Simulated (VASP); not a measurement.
# Al (P-3m1) in VASP: notebook, part 2 of 2

VASP 6.6.1. Earlier steps stand in the parts before.

**5. Single point, PBE (the distance across one plane changed)**

Contents of INCAR:

```
  PREC = Accurate
  ENCUT = 520
  EDIFF = 1E-7
  ISMEAR = 0
  SIGMA = 0.15
  LREAL = F
  LASPH = T
  NELM = 100
  ALGO = Fast
  ISIF = 2
  LWAVE = F
  LCHARG = F
  GGA = PE
  NBANDS = 18
```

Contents of KPOINTS:

```
Automatic mesh
0
Gamma
  19 19 4
```

Contents of POSCAR:

```
Al
1.0
    2.0239800000     -2.0239800000      0.0000000000
    2.0239800000      0.0000000000     -2.0239800000
    8.6732702692      8.6732702692      8.6732702692
Al
6
Direct
    0.6666666667      0.6666666667      0.0777705579
    0.0000000000      0.0000000000      0.8556317096
    0.3333333333      0.3333333333      0.2333427883
    0.6666666667      0.6666666667      0.5444872489
    0.0000000000      0.0000000000      0.3889150186
    0.3333333333      0.3333333333      0.7000594792
```

Potentials or basis: VASP PAW PBE potentials, release 64 (Al).

Command:

```console
> cat potpaw_PBE.64/Al/POTCAR > POTCAR
> mpirun -np 1 vasp_std > vasp.out
```

OUTCAR:

```text
PREC = Accurate
   ENCUT = 520
   EDIFF = 1E-7
   ISMEAR = 0
   LREAL = F
   LASPH = T
   NELM = 100
   ISIF = 2
   GGA = PE

 ion  position               nearest neighbor table
   1  0.667  0.667  0.078-   3 2.86   3 2.86   3 2.86
   2  0.000  0.000  0.856-   6 2.86   6 2.86   6 2.86
   3  0.333  0.333  0.233-   5 2.86   5 2.86   5 2.86   1 2.86   1 2.86   1 2.86
   4  0.667  0.667  0.544-   5 2.86   6 2.86   6 2.86   5 2.86   5 2.86   6 2.86
   5  0.000  0.000  0.389-   4 2.86   3 2.86   4 2.86   4 2.86   3 2.86   3 2.86
   6  0.333  0.333  0.700-   4 2.86   4 2.86   4 2.86   2 2.86   2 2.86   2 2.86

  LATTYP: Found a hexagonal cell.
 ALAT       =     2.8623399660
 C/A-ratio  =     5.2483439957

  Lattice vectors:

 A1 = (  -2.0239800000,   0.0000000000,   2.0239800000)
 A2 = (   2.0239800000,  -2.0239800000,   0.0000000000)
 A3 = (   8.6732702692,   8.6732702692,   8.6732702692)

Analysis of symmetry for initial positions (statically):
=====================================================================
 Subroutine PRICEL returns:
 Original cell was already a primitive cell.

 Routine SETGRP: Setting up the symmetry group for a
 hexagonal supercell.

 Subroutine GETGRP returns: Found 12 space group operations
 (whereof  6 operations were pure point group operations)
 out of a pool of 24 trial point group operations.

The static configuration has the point symmetry C_3v.
 The point group associated with its full space group is D_3d.

Analysis of symmetry for dynamics (positions and initial velocities):
=====================================================================
 Subroutine PRICEL returns:
 Original cell was already a primitive cell.

 Routine SETGRP: Setting up the symmetry group for a
 hexagonal supercell.

 Subroutine GETGRP returns: Found 12 space group operations
 (whereof  6 operations were pure point group operations)
 out of a pool of 24 trial point group operations.

The dynamic configuration has the point symmetry C_3v.
 The point group associated with its full space group is D_3d.

 Subroutine INISYM returns: Found 12 space group operations
 (whereof  6 operations are pure point group operations),
 and found     1 'primitive' translations

----------------------------------------------------------------------------------------

                                     Primitive cell

  volume of cell :     106.5900

  direct lattice vectors                    reciprocal lattice vectors
     2.023980000 -2.023980000  0.000000000     0.164692009 -0.329384019  0.164692009
     2.023980000  0.000000000 -2.023980000     0.164692009  0.164692009 -0.329384019
     8.673270269  8.673270269  8.673270269     0.038432255  0.038432255  0.038432255

  length of vectors
     2.862339966  2.862339966 15.022544774     0.403411388  0.403411388  0.066566618

  position of ions in fractional coordinates (direct lattice)
     0.666666667  0.666666667  0.077770558
     0.000000000  0.000000000  0.855631710
     0.333333333  0.333333333  0.233342788
     0.666666667  0.666666667  0.544487249
     0.000000000  0.000000000  0.388915019
     0.333333333  0.333333333  0.700059479

  ion indices of the primitive-cell ions
   primitive index   ion index
                 1           1
                 2           2
                 3           3
                 4           4
                 5           5
                 6           6

[... 27 lines left out ...]
            Coordinates               Weight
  0.000000  0.000000  0.000000      1.000000
  0.052632  0.000000  0.000000      6.000000
  0.105263  0.000000  0.000000      6.000000
  0.157895  0.000000  0.000000      6.000000
  0.210526  0.000000  0.000000      6.000000
  0.263158  0.000000  0.000000      6.000000
[... 16 lines left out ...]
  0.368421  0.105263 -0.000000     12.000000
  0.421053  0.105263 -0.000000     12.000000
 [... further k-points ...]
   k-points           NKPTS =    150   k-points in BZ     NKDIM =    150   number of bands    NBANDS=     18
   number of dos      NEDOS =    301   number of ions     NIONS =      6
   total plane-waves  NPLWV =  64512
   dimension x,y,z NGX =    24 NGY =   24 NGZ =  112
   dimension x,y,z NGXF=    48 NGYF=   48 NGZF=  224
   ions per type =               6
   NGX,Y,Z   is equivalent  to a cutoff of  13.94, 13.94, 12.39 a.u.
   NGXF,Y,Z  is equivalent  to a cutoff of  27.88, 27.88, 24.79 a.u.
 SYSTEM =  unknown system
   PREC   = accura    normal or accurate (medium, high low for compatibility)
   ISTART =      0    job   : 0-new  1-cont  2-samecut
   ICHARG =      2    charge: 1-file 2-atom 10-const
   ISPIN  =      1    spin polarized calculation?
   LNONCOLLINEAR =      F non collinear calculations
   LSORBIT =      F    spin-orbit coupling
   LASPH  =      T    aspherical Exc in radial PAW
   ENCUT  =  520.0 eV  38.22 Ry    6.18 a.u.   5.32  5.32 27.93*2*pi/ulx,y,z
   NELM   =    100;   NELMIN=  2; NELMDL= -5     # of ELM steps
   EDIFF  = 0.1E-06   stopping-criterion for ELM
   LREAL  =      F    real-space projection
   EDIFFG = 0.1E-05   stopping-criterion for IOM
   NSW    =      0    number of steps for IOM
   IBRION =     -1    ionic relax: 0-MD 1-quasi-New 2-CG
   NFREE  =      0    steps in history (QN), initial steepest desc. (CG)
   ISIF   =      2    stress and relaxation
   ISYM   =      2    0-nonsym 1-usesym 2-fastsym
   POTIM  = 0.5000    time-step for ionic-motion
   TEBEG  =    0.0;   TEEND  =   0.0 temperature during run
   PSTRESS=    0.0 pullay stress
   NELECT =      18.0000    total number of electrons
   NUPDOWN=      -1.0000    fix difference up-down
   EMIN   =  10.00;   EMAX   =-10.00  energy-range for DOS
   EFERMI =   0.00;   METHOD = LEGACY
   ISMEAR =     0;   SIGMA  =   0.15  broadening in eV -4-tet -1-fermi 0-gaus
   EFERMI_NEDOS =   21; number of points for ismear=-14 and -15
   IALGO  =     68    algorithm
   IMIX   =      4    mixing-type and parameters
     AMIX     =   0.40;   BMIX     =  1.00
     AMIX_MAG =   1.60;   BMIX_MAG =  1.00
  volume/ion in A,a.u.               =      17.77       119.88
  Fermi-wavevector in a.u.,A,eV,Ry     =   0.904885  1.709985 11.140684  0.818817
  Thomas-Fermi vector in A             =   2.028386
   LORBIT       =      0    0 simple, 1 ext, 2 COOP (PROOUT), +10 PAW based schemes
   GGA     = PE    functional components
   LHFCALC =     F    Hartree Fock is set to
   AEXX    =    0.0000 exact exchange contribution
   IVDW    =     0    specifies the selected vdW correction
   LEPSILON=     F    determine dielectric tensor
   LRPA    =     F    only Hartree local field effects (RPA)
 non-spin polarized calculation
 RMM-DIIS sequential band-by-band and
 Gauss-broadening in eV      SIGMA  =   0.15
  energy-cutoff  :      520.00
  volume of cell :      106.59
 maximum number of plane-waves:      2900
 NGX is ok and might be reduce to    24
   NGX = 11   NGY = 11   NGZ = 55

 number of electron      18.0000000 magnetization

 Free energy of the ion-electron system (eV)
  ---------------------------------------------------
  ext. energy  EPLUGINS =         0.00000000
  ---------------------------------------------------
  free energy    TOTEN  =       -22.07206502 eV

  energy without entropy =      -22.04193759  energy(sigma->0) =      -22.05700131

 E-fermi :   7.1879     XC(G=0):  -9.8831

 val. band max:        7.1782454977   @ k =  -0.4737   0.1053   0.2500
 cond. band min:       7.1945032216   @ k =   0.3684   0.1053  -0.0000
 fundamental gap:      0.0162577239
 Fermi energy:         7.1879072269

 k-point     1 :       0.0000    0.0000    0.0000
  band No.  band energies     occupation
      1      -3.7569      2.00000
      2      -3.2181      2.00000
      3      -2.5690      2.00000
      4      -1.1769      2.00000
      5      -0.3109      2.00000
      6       2.1962      2.00000
[... 481 lines left out ...]
      5       3.0435      2.00000
      6       5.3028      2.00000
[... 10 lines left out ...]
     17      11.4749      0.00000
     18      12.0206      0.00000

 [... further k-points ...]
[... 5 lines left out ...]
  --------------------------------------------------------------------------------------
  -------------------------------------------------------------------------------------
  Total       -1.3227409     -1.3227409     -1.3227409      0.0455703      0.0455703      0.0455703
  in kB      -19.8823991    -19.8823991    -19.8823991      0.6849773      0.6849773      0.6849773
  external PRESSURE =     -19.8823991 kB  Pullay stress =       0.0000000 kB

 VOLUME and BASIS-vectors are now :
 -----------------------------------------------------------------------------
  energy-cutoff  :      520.00
  volume of cell :      106.59
      direct lattice vectors                 reciprocal lattice vectors
     2.023980000 -2.023980000  0.000000000     0.164692009 -0.329384019  0.164692009
     2.023980000  0.000000000 -2.023980000     0.164692009  0.164692009 -0.329384019
     8.673270269  8.673270269  8.673270269     0.038432255  0.038432255  0.038432255

 POSITION                                       TOTAL-FORCE (eV/Angst)
 -----------------------------------------------------------------------------------
      3.37317     -0.67479     -0.67479        -0.251608     -0.251608     -0.251608
      7.42113      7.42113      7.42113         0.251608      0.251608      0.251608
      3.37317      1.34919      1.34919         0.022195      0.022195      0.022195
      7.42113      3.37317      3.37317        -0.001211     -0.001211     -0.001211
      3.37317      3.37317      3.37317         0.001211      0.001211      0.001211
      7.42113      5.39715      5.39715        -0.022195     -0.022195     -0.022195
 -----------------------------------------------------------------------------------
    total drift:                               -0.000002     -0.000002     -0.000002

  FREE ENERGIE OF THE ION-ELECTRON SYSTEM (eV)
  ---------------------------------------------------
  free  energy   TOTEN  =       -22.0720650241 eV

  energy  without entropy=      -22.0419375922  energy(sigma->0) =      -22.05700131
```

OSZICAR:

```text
N       E                     dE             d eps       ncg     rms          rms(c)
DAV:   1     0.142589693994E+02    0.14259E+02   -0.62509E+03  5400   0.795E+02
DAV:   2    -0.209937497500E+02   -0.35253E+02   -0.33412E+02  6874   0.102E+02
DAV:   3    -0.224067289616E+02   -0.14130E+01   -0.13669E+01  7414   0.169E+01
DAV:   4    -0.224263616942E+02   -0.19633E-01   -0.19543E-01  7002   0.217E+00
DAV:   5    -0.224266614643E+02   -0.29977E-03   -0.29975E-03  7312   0.307E-01    0.328E+00
RMM:   6    -0.223418252580E+02    0.84836E-01   -0.38373E-01  6077   0.127E+00    0.207E+00
RMM:   7    -0.221209588036E+02    0.22087E+00   -0.58368E-02  5865   0.626E-01    0.144E+00
RMM:   8    -0.220760994591E+02    0.44859E-01   -0.25637E-02  5798   0.647E-01    0.367E-01
RMM:   9    -0.220724370412E+02    0.36624E-02   -0.34574E-03  6407   0.285E-01    0.144E-01
RMM:  10    -0.220720976749E+02    0.33937E-03   -0.67889E-04  6448   0.127E-01    0.653E-02
RMM:  11    -0.220720707483E+02    0.26927E-04   -0.14359E-04  6584   0.615E-02    0.136E-02
RMM:  12    -0.220720672302E+02    0.35180E-05   -0.36842E-05  6487   0.355E-02    0.833E-03
RMM:  13    -0.220720662546E+02    0.97558E-06   -0.88392E-06  6735   0.161E-02    0.237E-03
RMM:  14    -0.220720653068E+02    0.94780E-06   -0.23151E-06  6711   0.903E-03    0.425E-03
RMM:  15    -0.220720648419E+02    0.46491E-06   -0.56750E-07  6082   0.419E-03    0.410E-03
RMM:  16    -0.220720649993E+02   -0.15737E-06   -0.15155E-07  4533   0.225E-03    0.389E-03
RMM:  17    -0.220720650241E+02   -0.24809E-07   -0.43143E-08  3546   0.125E-03
   1 F= -.22072065E+02 E0= -.22057001E+02  d E =-.301274E-01
```

stdout:

```text
POSCAR found type information on POSCAR Al
 POSCAR found :  1 types and       6 ions
 scaLAPACK will be used
 LDA part: xc-table for (Slater+PW92), standard interpolation
 POSCAR, INCAR and KPOINTS ok, starting setup
 FFT: planning ... GRIDC
 FFT: planning ... GRID_SOFT
 FFT: planning ... GRID
 WAVECAR not read
 entering main loop
```

It took 6.4 min on 1 thread of Intel Xeon Platinum 8488C (Sapphire Rapids), shared host; peak memory 0.37 GiB.

Results:

| Property | Result |
| --- | --- |
| Free energy | -22.0721 eV |
| Pressure | -2.0 GPa |
| Largest force | 0.436 eV/Å |
| Band gap on the k mesh | zero (bands 9 and 10 overlap by 4.37 eV) |

Forces in eV/Å, atoms in the order of the input:
```
Al  -0.252 -0.252 -0.252
Al   0.252  0.252  0.252
Al   0.022  0.022  0.022
Al  -0.001 -0.001 -0.001
Al   0.001  0.001  0.001
Al  -0.022 -0.022 -0.022
```

Stress tensor (GPa, compression positive):
```
-1.99  0.07  0.07
 0.07 -1.99  0.07
 0.07  0.07 -1.99
```

Levels at points of the mesh, in eV from the Fermi level:
| k point | band 4 | band 5 | band 6 | band 7 | band 8 | band 9 | band 10 | band 11 | band 12 | band 13 |
| --- | --- | --- | --- | --- | --- | --- | --- | --- | --- | --- |
| (0.00, 0.00, 0.00) | -8.36 | -7.50 | -4.99 | -4.35 | -0.62 | 0.02 | 4.90 | 5.30 | 10.86 | 10.86 |
| (0.00, 0.00, 0.50) | -8.76 | -6.86 | -5.99 | -3.02 | -2.25 | 2.02 | 2.54 | 7.98 | 8.25 | 10.88 |

Caveat: the cell differs from its parent crystal (the distance across one plane changed).

**6. The runs side by side**

| cell | further INCAR settings | gap on the mesh (eV) | pressure (GPa) | largest force (eV/Å) |
| --- | --- | --- | --- | --- |
| a = 2.862, b = 2.862, c = 13.723 Å, angles 90.0, 90.0, 60.0°, 6 atoms | ALGO = Fast; EDIFF = 1e-06; NBANDS = 18 | none | 2.0 | 1.18 |
| a = 2.862, b = 2.862, c = 14.523 Å, angles 90.0, 90.0, 60.0°, 6 atoms | ALGO = Fast; EDIFF = 1e-06; NBANDS = 18 | none | -1.8 | 0.52 |
| a = 2.862, b = 2.862, c = 14.773 Å, angles 90.0, 90.0, 60.0°, 6 atoms | ALGO = Fast; EDIFF = 1e-07; NBANDS = 18 | none | -2.0 | 0.50 |
| a = 2.862, b = 2.862, c = 15.023 Å, angles 90.0, 90.0, 60.0°, 6 atoms | ALGO = Fast; EDIFF = 1e-07; NBANDS = 18 | none | -2.0 | 0.44 |

Alike in all rows: task single point; level PBE; potentials or basis VASP PAW PBE potentials, release 64 (Al); no spin polarisation; k mesh 19 × 19 × 4; cutoff (eV) 520; smearing gaussian 0.15 eV.

Caveats: forces of over 1 eV/Å act on the atoms, so gaps and moduli don't describe the material at rest (at least some runs).

Total energies depend on the potentials used, so only differences within one code and one set of settings carry meaning.

The gap in the log of VASP goes by the Fermi energy; the results here count the filled bands.